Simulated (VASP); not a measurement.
Input of a VASP 6.6.1 run:

Contents of INCAR:

```
PREC = Accurate
ENCUT = 520
EDIFF = 1E-6
ISMEAR = -1
SIGMA = 0.05
LREAL = False
LASPH = True
NELM = 150
ALGO = Normal
ISIF = 2
LWAVE = False
LCHARG = True
ISPIN = 2
MAGMOM = 2 1
LORBIT = 11
LMAXMIX = 4
GGA = PS
LELF = True
LVHAR = True
NBANDS = 22
```

File KPOINTS:

```
Automatic mesh
0
Gamma
  9 9 9
```

Contents of POSCAR:

```
TiCo
1.0
    2.8199163392      0.0000000000      0.0000000000
    0.0000000000      2.8199163392      0.0000000000
    0.0000000000      0.0000000000      2.8199163392
Co Ti
1 1
Direct
    0.5000000000      0.5000000000      0.5000000000
    0.0000000000      0.0000000000      0.0000000000
```

Potentials or basis: VASP PAW PBE potentials, release 64 (Co, Ti_sv).

Launch:

```console
$ cat potpaw_PBE.64/Co/POTCAR potpaw_PBE.64/Ti_sv/POTCAR > POTCAR
$ mpirun -np 1 vasp_std > vasp.out
```

(1) What does it give for the net moment?

(2) Predict the pressure.

## Answers

(1) 0.44 μB per cell.

(2) 29.1 GPa.

Caveat: the cell stands under pressure; the PAW data sets were made with another functional, which shifts forces and pressure a little.
